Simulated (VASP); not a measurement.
Runs of VASP 6.6.1 on Li3SF. The structure is that of space group Pm-3m (No. 221), or close to it. The cells are those of the table. 

```tsv
level	cell	gap on the mesh (eV)
PBE	a = 4.405 Å, 5 atoms	(a)
r2SCAN	a = 4.481 Å, 5 atoms	4.60
PBE	a = 4.541 Å, 5 atoms	3.87
r2SCAN	a = 4.569 Å, 5 atoms	4.41
```

Alike in all rows: task single point; potentials or basis VASP PAW PBE potentials, release 64 (F, S, Li_sv); no spin polarisation; k mesh 6 × 6 × 6; cutoff (eV) 520; smearing gaussian 0.01 eV.

**Question.** Estimate the missing entries.

**Answer.** (a) 4.16.

A k mesh can miss the band edges.
